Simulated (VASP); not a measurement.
# GaN: single point with r2SCAN

Crystal: GaN.

```
Ga N
1.0
     3.14818    0.00000    0.00000
    -1.57409    2.72641    0.00000
     0.00000    0.00000    5.12675
Ga N
2 2
Cartesian
  0.0000 1.8176 -0.0043
  1.5741 0.9088 2.5591
  0.0000 1.8176 1.9268
  1.5741 0.9088 4.4902
```

- Program: VASP 6.6.1
- Task: single point
- Functional: r2SCAN
- Potentials or basis: VASP PAW PBE potentials, release 64 (Ga_d, N_h)
- Cutoff: 910 eV
- k mesh: 8 × 8 × 4
- Occupations: gaussian, width 0.01 eV
- Spin: no spin polarisation

```
Pressure               : 8.1 GPa
Band gap on the k mesh : 2.57 eV
```

Levels at points of the mesh, in eV from the valence-band top:
```
           k point  band 16  band 17  band 18  band 19  band 20  band 21
(0.00, 0.00, 0.00)    -0.04     0.00     0.00     2.57     5.04    10.16
(0.50, 0.00, 0.00)    -2.96    -2.34    -1.07     5.68     6.31     6.66
(0.00, 0.00, 0.50)    -0.57    -0.57    -0.57     4.99     4.99     9.37
(0.50, 0.00, 0.50)    -2.09    -2.03    -2.03     5.00     5.00     8.64
```

Run time: 3.8 min on 1 thread of Intel(R) Xeon(R) Platinum 8488C (Sapphire Rapids), on a shared host, peak memory 0.27 GiB.

Caveat: the cutoff is under 1.25 times the usual one of these potentials, so pressure, stress and relaxed cells hold a basis-set (Pulay) error; the cell stands under pressure; the PAW data sets were made with another functional, which shifts forces and pressure a little.
